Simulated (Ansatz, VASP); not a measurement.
**P: VASP beside Ansatz**

Contents of POSCAR:

```
P
1.0
    4.2729048574      0.0000000000      0.0000000000
    0.0000000000      4.2729048574      0.0000000000
    0.0000000000      0.0000000000      4.3780000000
P
1
Direct
    0.0000000000      0.0000000000      0.0000000000
```

INCAR.step1

```
SYSTEM = P
PREC = Accurate
ENCUT = 520
ISMEAR = 0
SIGMA = 0.15
LREAL = .False.
LASPH = .True.
NELM = 60
NBANDS = 8
GGA = PE
ALGO = Normal
EDIFF = 1E-4
LWAVE = .True.
LCHARG = .False.
```

INCAR.step2

```
SYSTEM = P
PREC = Accurate
ENCUT = 520
EDIFF = 1E-6
ISMEAR = 0
SIGMA = 0.15
LREAL = .False.
LASPH = .True.
NELM = 60
ALGO = Normal
ISIF = 2
LWAVE = .False.
LCHARG = .True.
METAGGA = R2SCAN
LMIXTAU = .True.
LELF = .True.
LVHAR = .True.
NBANDS = 8
ISTART = 1
```

KPOINTS

```
Automatic mesh
0
Gamma
  12 12 12
  0 0 0
```

Input for Ansatz:

```yaml
crystal:
  lattice:
    - [4.2729048574, 0.0, 0.0]
    - [0.0, 4.2729048574, 0.0]
    - [0.0, 0.0, 4.378]
  atoms:
    - { symbol: P, position: [0.0, 0.0, 0.0] }
basis:
  ecutwfc: 500
kpoints:
  mp_grid: { grid: [12, 12, 12] }
hamiltonian:
  xc: r2scan
scf:
  occupations: { method: gaussian, width: 0.15 }
output:
  forces: true
  stress: true
  eigenvalues: true
```

Alike in both runs: task single point; functional r2SCAN; k mesh 12 × 12 × 12; occupations gaussian, width 0.15 eV; no spin polarisation.

```csv
,VASP,Ansatz
version,VASP 6.6.1,Ansatz 0.2.0
potentials or method,"VASP PAW PBE potentials, release 64 (P), cutoff 520 eV","scalar-relativistic, plane waves, PAW"
valence electrons in the cell,5,5
```

|  | VASP | Ansatz | Ansatz less VASP |
| --- | --- | --- | --- |
| gap on the k mesh at the Fermi level (eV) | none | none | - |
| pressure (GPa) | -4.0 | -4.0 | +0.01 |
| traceless stress, the component that is largest in VASP (GPa) | 0.27 | 0.27 | 0.000 |

VASP's potentials were made for PBE, not for r2SCAN. A gap of «none» marks a metal or a gap that the smearing closes. The functional is the same, so the differences come from potentials, cutoffs and numerics.
